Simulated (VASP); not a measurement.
# Pd2Pt (I4/mmm) in VASP: a series of runs, part 2 of 2

VASP 6.6.1. The steps go on from the part before.

## Step 3: Single point, PBE

This run uses another cell than the first one, of 15.57 Å³/atom, 1.015 times its volume.

The input, INCAR:

```
SYSTEM = Pd2Pt
  PREC = Accurate
  ENCUT = 520
  EDIFF = 1E-7
  ISMEAR = 0
  SIGMA = 0.1
  LREAL = .FALSE.
  LASPH = .TRUE.
  NELM = 100
  ALGO = Fast
  ISIF = 2
  LWAVE = .FALSE.
  LCHARG = .TRUE.
  GGA = PE
  LELF = .TRUE.
  LVHAR = .TRUE.
  NBANDS = 22
```

The input, KPOINTS:

```
regular mesh
0
G
  6 6 6
  0 0 0
```

The input, POSCAR:

```
Pd2Pt
1.0
   -1.6731782487      1.6731782487      4.1711425578
    1.6731782487     -1.6731782487      4.1711425578
    1.6731782487      1.6731782487     -4.1711425578
Pd Pt
2 1
Direct
    0.6656373057      0.6656373057      0.0000000000
    0.3343626943      0.3343626943      0.0000000000
    0.0000000000      0.0000000000      0.0000000000
```

Potentials or basis: VASP PAW PBE potentials, release 64 (Pd, Pt).

Run with:

```
> cat potpaw_PBE.64/Pd/POTCAR potpaw_PBE.64/Pt/POTCAR > POTCAR
> mpirun -np 1 vasp_std > vasp.out
```

OUTCAR:

```text
SYSTEM = Pd2Pt
   PREC = Accurate
   ENCUT = 520
   EDIFF = 1E-7
   ISMEAR = 0
   LREAL = .FALSE.
   LASPH = .TRUE.
   NELM = 100
   ISIF = 2
   GGA = PE

 ion  position               nearest neighbor table
   1  0.666  0.666  0.000-   3 2.74   3 2.74   3 2.74   3 2.74   2 2.75   2 2.75   2 2.75   2 2.75
                             2 2.76   3 2.79
   2  0.334  0.334  0.000-   3 2.74   3 2.74   3 2.74   3 2.74   1 2.75   1 2.75   1 2.75   1 2.75
                             1 2.76   3 2.79
   3  0.000  0.000  0.000-   1 2.74   1 2.74   1 2.74   2 2.74   1 2.74   2 2.74   2 2.74   2 2.74
                             1 2.79   2 2.79

  LATTYP: Found a body centered tetragonal cell.
 ALAT       =     3.3463564974
 C/A-ratio  =     2.4929457223

  Lattice vectors:

 A1 = (  -1.6731782487,   1.6731782487,   4.1711425578)
 A2 = (   1.6731782487,  -1.6731782487,   4.1711425578)
 A3 = (   1.6731782487,   1.6731782487,  -4.1711425578)

Analysis of symmetry for initial positions (statically):
=====================================================================
 Subroutine PRICEL returns:
 Original cell was already a primitive cell.

 Routine SETGRP: Setting up the symmetry group for a
 body centered tetragonal supercell.

 Subroutine GETGRP returns: Found 16 space group operations
 (whereof 16 operations were pure point group operations)
 out of a pool of 16 trial point group operations.

The static configuration has the point symmetry D_4h.

Analysis of symmetry for dynamics (positions and initial velocities):
=====================================================================
 Subroutine PRICEL returns:
 Original cell was already a primitive cell.

 Routine SETGRP: Setting up the symmetry group for a
 body centered tetragonal supercell.

 Subroutine GETGRP returns: Found 16 space group operations
 (whereof 16 operations were pure point group operations)
 out of a pool of 16 trial point group operations.

[... 119 lines left out ...]
   IALGO  =     68    algorithm
   IMIX   =      4    mixing-type and parameters
     AMIX     =   0.40;   BMIX     =  1.00
     AMIX_MAG =   1.60;   BMIX_MAG =  1.00
  volume/ion in A,a.u.               =      15.57       105.07
  Fermi-wavevector in a.u.,A,eV,Ry     =   1.412479  2.669199 27.144954  1.995098
  Thomas-Fermi vector in A             =   2.534224
   LORBIT       =      0    0 simple, 1 ext, 2 COOP (PROOUT), +10 PAW based schemes
   GGA     = PE    functional components
   LHFCALC =     F    Hartree Fock is set to
   AEXX    =    0.0000 exact exchange contribution
   IVDW    =     0    specifies the selected vdW correction
   LEPSILON=     F    determine dielectric tensor
   LRPA    =     F    only Hartree local field effects (RPA)
 non-spin polarized calculation
 RMM-DIIS sequential band-by-band and
 Gauss-broadening in eV      SIGMA  =   0.10
  energy-cutoff  :      520.00
  volume of cell :       46.71
 maximum number of plane-waves:      1276
   NGX = 17   NGY = 17   NGZ = 17

 number of electron      30.0000001 magnetization

 Free energy of the ion-electron system (eV)
  ---------------------------------------------------
  ext. energy  EPLUGINS =         0.00000000
  ---------------------------------------------------
  free energy    TOTEN  =       -16.45420378 eV

  energy without entropy =      -16.43721575  energy(sigma->0) =      -16.44570977

 E-fermi :   9.4397     XC(G=0): -12.9975

 val. band max:        9.4193753656   @ k =  -0.1667  -0.1667   0.1667
 cond. band min:       9.4598888645   @ k =  -0.1667   0.3333   0.1667
 fundamental gap:      0.0405134989
 Fermi energy:         9.4396611031

 k-point     1 :       0.0000    0.0000    0.0000
  band No.  band energies     occupation
      1       1.6315      2.00000
      2       5.0844      2.00000
      3       5.4906      2.00000
      4       5.5636      2.00000
      5       5.6238      2.00000
      6       5.7575      2.00000
[... 589 lines left out ...]
     21      21.5756      0.00000
     22      24.3516      0.00000

 [... further k-points ...]

------------------------ aborting loop because EDIFF is reached ----------------------------------------

  FORCE on cell =-STRESS in cart. coord.  units (eV):
  Direction    XX          YY          ZZ          XY          YZ          ZX
  --------------------------------------------------------------------------------------
  -------------------------------------------------------------------------------------
  Total       -0.1621830     -0.1621830     -0.1054745      0.0000000      0.0000000      0.0000000
  in kB       -5.5630957     -5.5630957     -3.6179164      0.0000000      0.0000000      0.0000000
  external PRESSURE =      -4.9147026 kB  Pullay stress =       0.0000000 kB

 VOLUME and BASIS-vectors are now :
 -----------------------------------------------------------------------------
  energy-cutoff  :      520.00
  volume of cell :       46.71
      direct lattice vectors                 reciprocal lattice vectors
    -1.673178249  1.673178249  4.171142558     0.000000000  0.298832477  0.119871233
     1.673178249 -1.673178249  4.171142558     0.298832477  0.000000000  0.119871233
     1.673178249  1.673178249 -4.171142558     0.298832477  0.298832477  0.000000000

 POSITION                                       TOTAL-FORCE (eV/Angst)
 -----------------------------------------------------------------------------------
      0.00000      0.00000      5.55294         0.000000      0.000000     -0.002461
      0.00000      0.00000      2.78935        -0.000000     -0.000000      0.002461
      0.00000      0.00000      0.00000         0.000000      0.000000      0.000000
 -----------------------------------------------------------------------------------
    total drift:                               -0.000000     -0.000000     -0.000000

  FREE ENERGIE OF THE ION-ELECTRON SYSTEM (eV)
  ---------------------------------------------------
  free  energy   TOTEN  =       -16.4542037832 eV

  energy  without entropy=      -16.4372157538  energy(sigma->0) =      -16.44570977
```

stdout:

```text
POSCAR found type information on POSCAR PdPt
 POSCAR found :  2 types and       3 ions
 scaLAPACK will be used
 LDA part: xc-table for (Slater+PW92), standard interpolation
 POSCAR, INCAR and KPOINTS ok, starting setup
 FFT: planning ... GRIDC
 FFT: planning ... GRID_SOFT
 FFT: planning ... GRID
 WAVECAR not read
 entering main loop
```

Run time: 53 s. Hardware: 1 thread of Intel Xeon 6975P-C (Granite Rapids), shared host; peak memory 0.22 GiB.

Results:

* Free energy: -16.4542 eV
* Pressure: -0.5 GPa
* Band gap on the k mesh: zero (band 15 reaches 9.85 eV, above the bottom of band 16 at 8.97 eV)

Forces on the atoms (eV/Å):
```
Pd   0.000  0.000 -0.002
Pd   0.000  0.000  0.002
Pt   0.000  0.000  0.000
```

Stress tensor (GPa, compression positive):
```
-0.56  0.00  0.00
 0.00 -0.56  0.00
 0.00  0.00 -0.36
```

Caveat: the k points lie up to 0.44 Å⁻¹ apart; spin-orbit coupling is left out, which moves the levels of the heavy elements.

## Step 4: Single point, PBE

This run uses another cell than the first one, of 15.55 Å³/atom, 1.014 times its volume.

The input, INCAR:

```
ALGO = Fast
EDIFF = 1E-7
ENCUT = 520
GGA = PE
ISIF = 2
ISMEAR = 0
LASPH = T
LCHARG = T
LELF = T
LREAL = F
LVHAR = T
LWAVE = F
NBANDS = 22
NELM = 60
PREC = Accurate
SIGMA = 0.1
```

The input, KPOINTS:

```
k-points
0
Gamma
  20 20 20
```

The input, POSCAR:

```
Pd2Pt
1.0
   -1.6671515701      1.6671515701      4.1968723529
    1.6671515701     -1.6671515701      4.1968723529
    1.6671515701      1.6671515701     -4.1968723529
Pd Pt
2 1
Direct
    0.6655311851      0.6655311851      0.0000000000
    0.3344688149      0.3344688149      0.0000000000
    0.0000000000      0.0000000000      0.0000000000
```

Potentials or basis: VASP PAW PBE potentials, release 64 (Pd, Pt).

Run with:

```
> cat potpaw_PBE.64/Pd/POTCAR potpaw_PBE.64/Pt/POTCAR > POTCAR
> mpirun -np 1 vasp_std > vasp.out
```

OUTCAR:

```text
EDIFF = 1E-7
   ENCUT = 520
   GGA = PE
   ISIF = 2
   ISMEAR = 0
   LASPH = T
   LREAL = F
   NELM = 60
   PREC = Accurate

 ion  position               nearest neighbor table
   1  0.666  0.666  0.000-   3 2.74   3 2.74   3 2.74   3 2.74   2 2.75   2 2.75   2 2.75   2 2.75
                             2 2.78   3 2.81
   2  0.334  0.334  0.000-   3 2.74   3 2.74   3 2.74   3 2.74   1 2.75   1 2.75   1 2.75   1 2.75
                             1 2.78   3 2.81
   3  0.000  0.000  0.000-   1 2.74   1 2.74   1 2.74   2 2.74   1 2.74   2 2.74   2 2.74   2 2.74
                             1 2.81   2 2.81

  LATTYP: Found a body centered tetragonal cell.
 ALAT       =     3.3343031402
 C/A-ratio  =     2.5173909968

  Lattice vectors:

 A1 = (  -1.6671515701,   1.6671515701,   4.1968723529)
 A2 = (   1.6671515701,  -1.6671515701,   4.1968723529)
 A3 = (   1.6671515701,   1.6671515701,  -4.1968723529)

Analysis of symmetry for initial positions (statically):
=====================================================================
 Subroutine PRICEL returns:
 Original cell was already a primitive cell.

 Routine SETGRP: Setting up the symmetry group for a
 body centered tetragonal supercell.

 Subroutine GETGRP returns: Found 16 space group operations
 (whereof 16 operations were pure point group operations)
 out of a pool of 16 trial point group operations.

The static configuration has the point symmetry D_4h.

Analysis of symmetry for dynamics (positions and initial velocities):
=====================================================================
 Subroutine PRICEL returns:
 Original cell was already a primitive cell.

 Routine SETGRP: Setting up the symmetry group for a
 body centered tetragonal supercell.

 Subroutine GETGRP returns: Found 16 space group operations
 (whereof 16 operations were pure point group operations)
 out of a pool of 16 trial point group operations.

The dynamic configuration has the point symmetry D_4h.

 Subroutine INISYM returns: Found 16 space group operations
 (whereof 16 operations are pure point group operations),
 and found     1 'primitive' translations

----------------------------------------------------------------------------------------

                                     Primitive cell

  volume of cell :      46.6591

  direct lattice vectors                    reciprocal lattice vectors
    -1.667151570  1.667151570  4.196872353     0.000000000  0.299912743  0.119136337
     1.667151570 -1.667151570  4.196872353     0.299912743  0.000000000  0.119136337
     1.667151570  1.667151570 -4.196872353     0.299912743  0.299912743  0.000000000

  length of vectors
     4.813785024  4.813785024  4.813785024     0.322709033  0.322709033  0.424140668

  position of ions in fractional coordinates (direct lattice)
     0.665531185  0.665531185  0.000000000
     0.334468815  0.334468815  0.000000000
     0.000000000  0.000000000  0.000000000

  ion indices of the primitive-cell ions
   primitive index   ion index
                 1           1
                 2           2
                 3           3

----------------------------------------------------------------------------------------

 KPOINTS: k-points

Automatic generation of k-mesh.
 Grid dimensions read from file:
 generate k-points for:   20   20   20

 Generating k-lattice:

  Cartesian coordinates                     Fractional coordinates (reciprocal lattice)
     0.000000000  0.014995637  0.005956817     0.050000000  0.000000000  0.000000000
     0.014995637  0.000000000  0.005956817     0.000000000  0.050000000  0.000000000
     0.014995637  0.014995637  0.000000000     0.000000000  0.000000000  0.050000000

  Length of vectors
     0.016135452  0.016135452  0.021207033

  Shift w.r.t. Gamma in fractional coordinates (k-lattice)
     0.000000000  0.000000000  0.000000000

 Subroutine IBZKPT returns following result:
 ===========================================

 Found    641 irreducible k-points:

 Following reciprocal coordinates:
            Coordinates               Weight
  0.000000  0.000000  0.000000      1.000000
  0.050000  0.000000 -0.000000      8.000000
  0.100000  0.000000 -0.000000      8.000000
  0.150000  0.000000 -0.000000      8.000000
  0.200000  0.000000 -0.000000      8.000000
  0.250000  0.000000 -0.000000      8.000000
[... 16 lines left out ...]
 -0.400000  0.050000  0.000000     16.000000
 -0.350000  0.050000  0.000000     16.000000
 [... further k-points ...]
   k-points           NKPTS =    641   k-points in BZ     NKDIM =    641   number of bands    NBANDS=     22
   number of dos      NEDOS =    301   number of ions     NIONS =      3
   total plane-waves  NPLWV =  46656
   dimension x,y,z NGX =    36 NGY =   36 NGZ =   36
   dimension x,y,z NGXF=    72 NGYF=   72 NGZF=   72
   ions per type =               2   1
   NGX,Y,Z   is equivalent  to a cutoff of  12.43, 12.43, 12.43 a.u.
   NGXF,Y,Z  is equivalent  to a cutoff of  24.87, 24.87, 24.87 a.u.
 SYSTEM =  unknown system
   PREC   = accura    normal or accurate (medium, high low for compatibility)
   ISTART =      0    job   : 0-new  1-cont  2-samecut
   ICHARG =      2    charge: 1-file 2-atom 10-const
   ISPIN  =      1    spin polarized calculation?
   LNONCOLLINEAR =      F non collinear calculations
   LSORBIT =      F    spin-orbit coupling
   LASPH  =      T    aspherical Exc in radial PAW
   ENCUT  =  520.0 eV  38.22 Ry    6.18 a.u.   8.95  8.95  8.95*2*pi/ulx,y,z
   NELM   =     60;   NELMIN=  2; NELMDL= -5     # of ELM steps
   EDIFF  = 0.1E-06   stopping-criterion for ELM
   LREAL  =      F    real-space projection
   EDIFFG = 0.1E-05   stopping-criterion for IOM
   NSW    =      0    number of steps for IOM
   IBRION =     -1    ionic relax: 0-MD 1-quasi-New 2-CG
   NFREE  =      0    steps in history (QN), initial steepest desc. (CG)
   ISIF   =      2    stress and relaxation
   ISYM   =      2    0-nonsym 1-usesym 2-fastsym
   POTIM  = 0.5000    time-step for ionic-motion
   TEBEG  =    0.0;   TEEND  =   0.0 temperature during run
   PSTRESS=    0.0 pullay stress
   NELECT =      30.0000    total number of electrons
   NUPDOWN=      -1.0000    fix difference up-down
   EMIN   =  10.00;   EMAX   =-10.00  energy-range for DOS
   EFERMI =   0.00;   METHOD = LEGACY
   ISMEAR =     0;   SIGMA  =   0.10  broadening in eV -4-tet -1-fermi 0-gaus
   EFERMI_NEDOS =   21; number of points for ismear=-14 and -15
   IALGO  =     68    algorithm
   IMIX   =      4    mixing-type and parameters
     AMIX     =   0.40;   BMIX     =  1.00
     AMIX_MAG =   1.60;   BMIX_MAG =  1.00
  volume/ion in A,a.u.               =      15.55       104.96
  Fermi-wavevector in a.u.,A,eV,Ry     =   1.412982  2.670149 27.164276  1.996518
  Thomas-Fermi vector in A             =   2.534675
   LORBIT       =      0    0 simple, 1 ext, 2 COOP (PROOUT), +10 PAW based schemes
   GGA     = PE    functional components
   LHFCALC =     F    Hartree Fock is set to
   AEXX    =    0.0000 exact exchange contribution
   IVDW    =     0    specifies the selected vdW correction
   LEPSILON=     F    determine dielectric tensor
   LRPA    =     F    only Hartree local field effects (RPA)
 non-spin polarized calculation
 RMM-DIIS sequential band-by-band and
 Gauss-broadening in eV      SIGMA  =   0.10
  energy-cutoff  :      520.00
  volume of cell :       46.66
 maximum number of plane-waves:      1277
   NGX = 17   NGY = 17   NGZ = 17

 number of electron      30.0000002 magnetization

 Free energy of the ion-electron system (eV)
  ---------------------------------------------------
  ext. energy  EPLUGINS =         0.00000000
  ---------------------------------------------------
  free energy    TOTEN  =       -16.43751946 eV

  energy without entropy =      -16.41296775  energy(sigma->0) =      -16.42524361

 E-fermi :   9.4846     XC(G=0): -13.0057

 val. band max:        9.4839676860   @ k =  -0.2500   0.2500   0.0500
 cond. band min:       9.4855501419   @ k =  -0.2000   0.2000   0.0500
 fundamental gap:      0.0015824559
 Fermi energy:         9.4846004903

 k-point     1 :       0.0000    0.0000    0.0000
  band No.  band energies     occupation
      1       1.6385      2.00000
      2       5.0718      2.00000
      3       5.4898      2.00000
      4       5.5328      2.00000
      5       5.6691      2.00000
      6       5.7416      2.00000
[... 574 lines left out ...]
      6       5.9497      2.00000
[... 14 lines left out ...]
     21      21.4396      0.00000
     22      23.0740      0.00000

 [... further k-points ...]

------------------------ aborting loop because EDIFF is reached ----------------------------------------

  FORCE on cell =-STRESS in cart. coord.  units (eV):
  Direction    XX          YY          ZZ          XY          YZ          ZX
  --------------------------------------------------------------------------------------
  -------------------------------------------------------------------------------------
  Total       -0.1028385     -0.1028385     -0.0918138      0.0000000      0.0000000      0.0000000
  in kB       -3.5312671     -3.5312671     -3.1527008      0.0000000      0.0000000      0.0000000
  external PRESSURE =      -3.4050783 kB  Pullay stress =       0.0000000 kB

 VOLUME and BASIS-vectors are now :
 -----------------------------------------------------------------------------
  energy-cutoff  :      520.00
  volume of cell :       46.66
      direct lattice vectors                 reciprocal lattice vectors
    -1.667151570  1.667151570  4.196872353     0.000000000  0.299912743  0.119136337
     1.667151570 -1.667151570  4.196872353     0.299912743  0.000000000  0.119136337
     1.667151570  1.667151570 -4.196872353     0.299912743  0.299912743  0.000000000

 POSITION                                       TOTAL-FORCE (eV/Angst)
 -----------------------------------------------------------------------------------
      0.00000      0.00000      5.58630        -0.000000     -0.000000     -0.005235
      0.00000      0.00000      2.80745         0.000000      0.000000      0.005235
      0.00000      0.00000      0.00000         0.000000      0.000000      0.000000
 -----------------------------------------------------------------------------------
    total drift:                                0.000000      0.000000     -0.000000

  FREE ENERGIE OF THE ION-ELECTRON SYSTEM (eV)
  ---------------------------------------------------
  free  energy   TOTEN  =       -16.4375194629 eV

  energy  without entropy=      -16.4129677484  energy(sigma->0) =      -16.42524361
```

stdout:

```text
POSCAR found type information on POSCAR PdPt
 POSCAR found :  2 types and       3 ions
 scaLAPACK will be used
 LDA part: xc-table for (Slater+PW92), standard interpolation
 POSCAR, INCAR and KPOINTS ok, starting setup
 FFT: planning ... GRIDC
 FFT: planning ... GRID_SOFT
 FFT: planning ... GRID
 WAVECAR not read
 entering main loop
```

Run time: 15 min. Hardware: 1 thread of Intel Xeon 6975P-C (Granite Rapids), shared host; peak memory 0.72 GiB.

What came out:

| Quantity | Value |
| --- | --- |
| Free energy | -16.4375 eV |
| Pressure | -0.3 GPa |
| Largest force | 0.005 eV/Å |
| Band gap on the k mesh | zero (band 15 reaches 9.91 eV, above the bottom of band 16 at 8.99 eV) |

Forces on the atoms (eV/Å):
```
Pd   0.000  0.000 -0.005
Pd   0.000  0.000  0.005
Pt   0.000  0.000  0.000
```

Levels at points of the mesh, in eV from the Fermi level:
```
           k point  band 12  band 13  band 14  band 15  band 16  band 17  band 18  band 19
(0.00, 0.00, 0.00)    -2.14    -2.14    -0.92    -0.47    -0.46     5.34     5.39    11.65
(0.50, 0.00, 0.00)    -0.80    -0.36     0.03     0.15     0.21     0.48     1.56     7.88
(0.50, 0.50, 0.00)    -1.17    -0.97    -0.83     0.31     0.40     4.69     5.77     6.31
(0.50, 0.50, 0.50)    -1.61    -0.43    -0.13     0.10     0.10     0.47     6.85     6.85
```

Caveat: spin-orbit coupling is left out, which moves the levels of the heavy elements.

## Step 5: Overview

```csv
cell,k mesh,gap on the mesh (eV),pressure (GPa),largest force (eV/Å)
"a = 4.146 Å, angles 125.0, 125.0, 81.5°, 3 atoms",6 × 6 × 6,none,126.7,81.63
"a = 4.796 Å, angles 139.2, 139.2, 59.1°, 3 atoms",6 × 6 × 6,none,-0.5,-
"a = 4.814 Å, angles 139.5, 139.5, 58.7°, 3 atoms",20 × 20 × 20,none,-0.3,0.01
```

Alike in all rows: task single point; level PBE; potentials or basis VASP PAW PBE potentials, release 64 (Pd, Pt); no spin polarisation; cutoff (eV) 520; smearing gaussian 0.1 eV.

Caveats: some runs use coarse meshes; spin-orbit coupling is left out, which moves the levels of the heavy elements; forces of over 1 eV/Å act on the atoms, so gaps and moduli don't describe the material at rest (some runs).

Absolute energies hang on the potentials; compare differences alone.
